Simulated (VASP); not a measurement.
Ca2BeCl6: density of states with PBE

The system is Ca2BeCl6.

```
CELL_PARAMETERS angstrom
0.00000 4.57025 4.57025
4.57025 0.00000 4.57025
4.57025 4.57025 0.00000
ATOMIC_POSITIONS crystal
Ca 0.25000 0.25000 0.25000
Ca 0.75000 0.75000 0.75000
Be 0.00000 0.00000 0.00000
Cl 0.75664 0.24336 0.24336
Cl 0.24336 0.75664 0.75664
Cl 0.24336 0.75664 0.24336
Cl 0.75664 0.24336 0.75664
Cl 0.24336 0.24336 0.75664
Cl 0.75664 0.75664 0.24336
```

| Quantity | Value |
| --- | --- |
| Program | VASP 6.6.1 |
| Task | density of states |
| Functional | PBE |
| Potentials or basis | VASP PAW PBE potentials, release 64 (Ca_sv, Be, Cl) |
| Cutoff | 520 eV |
| k mesh | 4 × 4 × 4 |
| Occupations | gaussian, width 0.02 eV |
| Spin | no spin polarisation |
| Dipole correction | no |
| k mesh for the DOS | 6 × 6 × 6 |
| Occupations for the DOS | tetrahedron |
| Further INCAR settings | ALGO = Normal; EDIFF = 1e-07; NBANDS = 42 |

| Item | Value |
| --- | --- |
| Valence electrons inside the program's atomic spheres | Ca 7.95; Be 0.79; Cl 5.16 |

Levels at points of the mesh, in eV from the valence-band top:
```tsv
k point	band 29	band 30	band 31	band 32	band 33	band 34	band 35	band 36
(0.00, 0.00, 0.00)	-0.17	0.00	0.00	0.00	3.61	3.74	3.74	4.29
(0.50, 0.00, 0.00)	-0.43	-0.43	-0.17	-0.17	4.47	4.52	4.52	4.55
(0.50, 0.50, 0.00)	-0.70	-0.70	-0.20	-0.09	4.56	4.68	4.79	4.80
```

It took 78 s on 1 thread of Intel(R) Xeon(R) 6975P-C (Granite Rapids), with other jobs on the host, peak memory 0.35 GiB.
